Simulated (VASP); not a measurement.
# MoS in VASP: a series of runs

The runs below take MoS through single point, with PBE.

All numbers are computed with VASP 6.6.1; they aren't measurements. Logs are shortened: lines on timing, memory, paths and dates and some standing lists are left out, and cuts for length are marked.

### 1 The cell of the first run

The cell holds a slab with vacuum, 4 atoms: a = 3.184 Å, b = 3.184 Å, c = 32.335 Å, α = 90.00°, β = 90.00°, γ = 120.00°.

### 2 Single point, PBE

INCAR reads:

```
  ALGO = Normal
  DIPOL = 0.5 0.5 0.500
  EDIFF = 1E-6
  ENCUT = 520
  GGA = PE
  IDIPOL = 3
  ISIF = 2
  ISMEAR = -1
  LASPH = T
  LCHARG = F
  LDIPOL = T
  LREAL = F
  LWAVE = F
  NBANDS = 28
  NELM = 80
  PREC = Accurate
  SIGMA = 0.05
```

KPOINTS reads:

```
k-points
0
Gamma
  10 10 1
```

POSCAR reads:

```
MoS
1.0
    3.1841260822      0.0000000000      0.0000000000
   -1.5920630411      2.7575340760      0.0000000000
    0.0000000000      0.0000000000     32.3345999500
Mo S
2 2
Direct
    0.0000000000      0.0000000000      0.2319496766
    0.0000000000      0.0000000000      0.7680503234
    0.3333333300      0.6666666600      0.2799269210
    0.3333333300      0.6666666600      0.7200730790
```

Potentials or basis: VASP PAW PBE potentials, release 64 (Mo_sv, S).

Command:

```bash
$ cat potpaw_PBE.64/Mo_sv/POTCAR potpaw_PBE.64/S/POTCAR > POTCAR
$ mpirun -np 1 vasp_std > vasp.out
```

OUTCAR:

```text
EDIFF = 1E-6
   ENCUT = 520
   GGA = PE
   ISIF = 2
   ISMEAR = -1
   LASPH = T
   LREAL = F
   NELM = 80
   PREC = Accurate

 ion  position               nearest neighbor table
   1  0.000  0.000  0.232-   3 2.41   3 2.41   3 2.41
   2  0.000  0.000  0.768-   4 2.41   4 2.41   4 2.41
   3  0.333  0.667  0.280-   1 2.41   1 2.41   1 2.41
   4  0.333  0.667  0.720-   2 2.41   2 2.41   2 2.41

  LATTYP: Found a hexagonal cell.
 ALAT       =     3.1841260822
 C/A-ratio  =    10.1549370582

  Lattice vectors:

 A1 = (   3.1841260822,   0.0000000000,   0.0000000000)
 A2 = (  -1.5920630411,   2.7575340760,   0.0000000000)
 A3 = (   0.0000000000,   0.0000000000,  32.3345999500)

Analysis of symmetry for initial positions (statically):
=====================================================================
 Subroutine PRICEL returns:
 Original cell was already a primitive cell.

 Routine SETGRP: Setting up the symmetry group for a
 hexagonal supercell.

 Subroutine GETGRP returns: Found 12 space group operations
 (whereof 12 operations were pure point group operations)
 out of a pool of 24 trial point group operations.

The static configuration has the point symmetry D_3h.

Analysis of symmetry for dynamics (positions and initial velocities):
=====================================================================
 Subroutine PRICEL returns:
 Original cell was already a primitive cell.

 Routine SETGRP: Setting up the symmetry group for a
 hexagonal supercell.

 Subroutine GETGRP returns: Found 12 space group operations
 (whereof 12 operations were pure point group operations)
 out of a pool of 24 trial point group operations.

The dynamic configuration has the point symmetry D_3h.

 Subroutine INISYM returns: Found 12 space group operations
 (whereof 12 operations are pure point group operations),
 and found     1 'primitive' translations

----------------------------------------------------------------------------------------

                                     Primitive cell

  volume of cell :     283.9087

  direct lattice vectors                    reciprocal lattice vectors
     3.184126082  0.000000000  0.000000000     0.314057915  0.181321422  0.000000000
    -1.592063041  2.757534076  0.000000000     0.000000000  0.362642844  0.000000000
     0.000000000  0.000000000 32.334599950     0.000000000  0.000000000  0.030926624

[... 74 lines left out ...]
   ENCUT  =  520.0 eV  38.22 Ry    6.18 a.u.   5.92  5.92 60.12*2*pi/ulx,y,z
   NELM   =     80;   NELMIN=  2; NELMDL= -5     # of ELM steps
   EDIFF  = 0.1E-05   stopping-criterion for ELM
   LREAL  =      F    real-space projection
[... 7 lines left out ...]
   TEBEG  =    0.0;   TEEND  =   0.0 temperature during run
   PSTRESS=    0.0 pullay stress
   NELECT =      40.0000    total number of electrons
   NUPDOWN=      -1.0000    fix difference up-down
   EMIN   =  10.00;   EMAX   =-10.00  energy-range for DOS
   EFERMI =   0.00;   METHOD = LEGACY
   ISMEAR =    -1;   SIGMA  =   0.05  broadening in eV -4-tet -1-fermi 0-gaus
   EFERMI_NEDOS =   21; number of points for ismear=-14 and -15
   IALGO  =     38    algorithm
   IMIX   =      4    mixing-type and parameters
     AMIX     =   0.40;   BMIX     =  1.00
     AMIX_MAG =   1.60;   BMIX_MAG =  1.00
  volume/ion in A,a.u.               =      70.98       478.98
  Fermi-wavevector in a.u.,A,eV,Ry     =   0.851861  1.609783  9.873296  0.725667
  Thomas-Fermi vector in A             =   1.968059
   LORBIT       =      0    0 simple, 1 ext, 2 COOP (PROOUT), +10 PAW based schemes
   GGA     = PE    functional components
   LHFCALC =     F    Hartree Fock is set to
   AEXX    =    0.0000 exact exchange contribution
   IVDW    =     0    specifies the selected vdW correction
   LEPSILON=     F    determine dielectric tensor
   LRPA    =     F    only Hartree local field effects (RPA)
 non-spin polarized calculation
  energy-cutoff  :      520.00
  volume of cell :      283.91
 maximum number of plane-waves:      7680
 NGX is ok and might be reduce to    24
   NGX = 11   NGY = 11   NGZ =121

 dipolmoment           0.000000      0.000000      0.000000 electrons x Angstroem

 number of electron      39.9999999 magnetization

 dipolmoment           0.000000      0.000000     -0.000000 electrons x Angstroem

 Free energy of the ion-electron system (eV)
  ---------------------------------------------------
  ext. energy  EPLUGINS =         0.00000000
  ---------------------------------------------------
  free energy    TOTEN  =       -28.94714215 eV

  energy without entropy =      -28.93102984  energy(sigma->0) =      -28.93908599

 E-fermi :  -1.4633     XC(G=0):  -3.8324

 val. band max:       -1.7089933862   @ k =   0.4000   0.1000   0.0000
 cond. band min:      -1.4304835419   @ k =   0.1000   0.1000   0.0000
 fundamental gap:      0.2785098443
 Fermi energy:        -1.4633325554

 k-point     1 :       0.0000    0.0000    0.0000
  band No.  band energies     occupation
      1     -62.5726      2.00000
      2     -62.5726      2.00000
      3     -36.7025      2.00000
      4     -36.7025      2.00000
      5     -36.4515      2.00000
      6     -36.4515      2.00000
[... 423 lines left out ...]
     27       4.1852      0.00000
     28       4.1853      0.00000

------------------------ aborting loop because EDIFF is reached ----------------------------------------

 vacuum level on the upper side and lower side of the slab       (xc-potential included)        -0.106        -0.106

  FORCE on cell =-STRESS in cart. coord.  units (eV):
  Direction    XX          YY          ZZ          XY          YZ          ZX
  --------------------------------------------------------------------------------------
  -------------------------------------------------------------------------------------
  Total       -8.7572756     -8.7572756     -2.7093874      0.0000000      0.0000000     -0.0000000
  in kB      -49.4197980    -49.4197980    -15.2898440      0.0000000      0.0000000     -0.0000000
  external PRESSURE =     -38.0431467 kB  Pullay stress =       0.0000000 kB

 VOLUME and BASIS-vectors are now :
 -----------------------------------------------------------------------------
  energy-cutoff  :      520.00
  volume of cell :      283.91
      direct lattice vectors                 reciprocal lattice vectors
     3.184126082  0.000000000  0.000000000     0.314057915  0.181321422  0.000000000
    -1.592063041  2.757534076  0.000000000     0.000000000  0.362642844  0.000000000
     0.000000000  0.000000000 32.334599950     0.000000000  0.000000000  0.030926624

 POSITION                                       TOTAL-FORCE (eV/Angst)
 -----------------------------------------------------------------------------------
      0.00000      0.00000      7.50000        -0.000000      0.000000      0.864115
      0.00000      0.00000     24.83460        -0.000000     -0.000000     -0.864115
      0.00000      1.83836      9.05133         0.000000     -0.000000     -0.863672
      0.00000      1.83836     23.28327         0.000000     -0.000000      0.863672
 -----------------------------------------------------------------------------------
    total drift:                               -0.000000      0.000018     -0.000000

  FREE ENERGIE OF THE ION-ELECTRON SYSTEM (eV)
  ---------------------------------------------------
  free  energy   TOTEN  =       -28.9471421468 eV

  energy  without entropy=      -28.9310298374  energy(sigma->0) =      -28.93908599

 vacuum level on the upper side and lower side of the slab         2.755         2.755
```

OSZICAR:

```text
N       E                     dE             d eps       ncg     rms          rms(c)
DAV:   1     0.296677687678E+03    0.29668E+03   -0.21049E+04  1032   0.114E+03
DAV:   2    -0.837736290105E+01   -0.30506E+03   -0.29758E+03   988   0.276E+02
DAV:   3    -0.308325923499E+02   -0.22455E+02   -0.22069E+02  1040   0.641E+01
DAV:   4    -0.314297837880E+02   -0.59719E+00   -0.58999E+00  1000   0.101E+01
[... 13 lines left out ...]
DAV:  18    -0.289470479815E+02   -0.79811E-04   -0.22170E-06   720   0.521E-03    0.395E-03
DAV:  19    -0.289471112278E+02   -0.63246E-04   -0.26677E-06   672   0.318E-03    0.218E-03
DAV:  20    -0.289471314738E+02   -0.20246E-04   -0.10541E-06   592   0.354E-03    0.663E-04
DAV:  21    -0.289471412893E+02   -0.98155E-05   -0.77815E-07   580   0.146E-03    0.852E-04
DAV:  22    -0.289471421468E+02   -0.85749E-06   -0.65170E-08   548   0.716E-04
   1 F= -.28947142E+02 E0= -.28939086E+02  d E =-.161123E-01
```

Wall time 2.3 min (1 thread of AMD EPYC 7R43 (Zen 3), shared host); peak memory 0.36 GiB.

Results:

```yaml
Free_energy: -28.9471 eV
Largest_force: 0.864 eV/Å
Band_gap_on_the_k_mesh: zero (band 20 reaches -1.36 eV, above the bottom of band 21 at -1.43 eV)
```

Forces in eV/Å, atoms in the order of the input:
```
Mo   0.000  0.000  0.864
Mo   0.000  0.000 -0.864
S    0.000  0.000 -0.864
S    0.000  0.000  0.864
```

### 3 Single point, PBE

INCAR reads:

```
SYSTEM = MoS
ALGO     = Normal         ! electronic algorithm
EDIFF    = 1E-7           ! SCF threshold, eV
ENCUT    = 520            ! plane-wave cutoff, eV
GGA      = PE             ! functional
ISIF     = 2              ! what is computed and relaxed
ISMEAR   = -1             ! smearing method
LASPH    = .True.         ! aspherical terms in the spheres
LCHARG   = .False.        ! write CHGCAR
LREAL    = .False.        ! projectors in reciprocal space
LWAVE    = .False.        ! write WAVECAR
NBANDS   = 28             ! bands
NELM     = 80             ! most SCF steps
PREC     = Accurate       ! precision mode
SIGMA    = 0.05           ! smearing width, eV
```

KPOINTS reads:

```
k-points
0
Gamma
  10 10 1
  0 0 0
```

POSCAR reads:

```
MoS
1.0
    3.1841260822      0.0000000000      0.0000000000
   -1.5920630411      2.7575340760      0.0000000000
    0.0000000000      0.0000000000     32.3345999500
Mo S
2 2
Direct
    0.0000000000      0.0000000000      0.2327273624
    0.0000000000      0.0000000000      0.7672726376
    0.3333333333      0.6666666667      0.2790641655
    0.3333333333      0.6666666667      0.7209358345
```

Potentials or basis: VASP PAW PBE potentials, release 64 (Mo_sv, S).

Command:

```bash
$ cat potpaw_PBE.64/Mo_sv/POTCAR potpaw_PBE.64/S/POTCAR > POTCAR
$ mpirun -np 1 vasp_std > vasp.out
```

Run time: 2.6 min. Hardware: 1 thread of Intel Xeon Platinum 8488C (Sapphire Rapids), shared host; peak memory 0.4 GiB.

The run converged. Its results:

```yaml
Free_energy: -28.9946 eV
Largest_force: 0.025 eV/Å
Band_gap_on_the_k_mesh: zero (band 20 reaches -1.40 eV, above the bottom of band 21 at -1.46 eV)
```

Forces in eV/Å, atoms in the order of the input:
```
Mo   0.000  0.000  0.024
Mo   0.000  0.000 -0.024
S    0.000  0.000 -0.025
S    0.000  0.000  0.025
```

Levels at points of the mesh, in eV from the Fermi level:
```
           k point  band 16  band 17  band 18  band 19  band 20  band 21  band 22  band 23  band 24  band 25
(0.00, 0.00, 0.00)    -2.64    -0.53    -0.53    -0.18    -0.18     0.11     0.11     0.11     0.11     2.96
(0.50, 0.00, 0.00)    -2.98    -1.33    -1.33     0.10     0.10     1.40     1.40     2.00     2.00     2.86
```
